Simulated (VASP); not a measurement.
Here is a VASP 6.6.1 calculation.

Contents of POSCAR:

```
CuO
1.0
    2.3398500000     -1.7384000000      0.0000000000
    2.3398500000      1.7384000000      0.0000000000
   -0.7694000000      0.0000000000      5.0611500000
Cu O
2 2
Direct
    0.0000000000      0.5000000000      0.0000000000
    0.5000000000      0.0000000000      0.5000000000
    0.5379000000      0.4621000000      0.2500000000
    0.4621000000      0.5379000000      0.7500000000
```

The input INCAR.step1:

```
SYSTEM = CuO
PREC = Accurate
ENCUT = 520
ISMEAR = 0
SIGMA = 0.1
LREAL = .False.
LASPH = .True.
NELM = 150
ISPIN = 2
MAGMOM = 1.1 1.1 0 0
NUPDOWN = 2.2
LMAXMIX = 4
NBANDS = 29
GGA = PE
ALGO = Normal
EDIFF = 1E-4
LWAVE = .True.
LCHARG = .False.
```

Contents of INCAR.step2:

```
SYSTEM = CuO
PREC = Accurate
ENCUT = 520
EDIFF = 1E-6
ISMEAR = 0
SIGMA = 0.1
LREAL = .False.
LASPH = .True.
NELM = 150
ALGO = Normal
ISIF = 2
LWAVE = .False.
LCHARG = .False.
ISPIN = 2
MAGMOM = 1.1 1.1 0 0
LORBIT = 11
NUPDOWN = 2.2
LMAXMIX = 4
METAGGA = R2SCAN
LMIXTAU = .True.
NBANDS = 29
ISTART = 1
```

The input KPOINTS:

```
Automatic mesh
0
Gamma
  8 8 5
  0 0 0
```

Potentials or basis: VASP PAW PBE potentials, release 64 (Cu, O).

Run with:

```console
$ cat potpaw_PBE.64/Cu/POTCAR potpaw_PBE.64/O/POTCAR > POTCAR
$ cp INCAR.step1 INCAR
$ mpirun -np 1 vasp_std > vasp.out
$ cp INCAR.step2 INCAR
$ mpirun -np 1 vasp_std > vasp.out
```

(1) Predict the largest force.

(2) Predict the pressure.

Results:

(1) 0.537 eV/Å.

(2) 5.6 GPa.

Caveat: the stress differs along the axes, from 1 to 9 GPa; the PAW data sets were made with another functional, which shifts forces and pressure a little; the total moment is fixed, so each spin has its own Fermi level and the state may be an excited one.
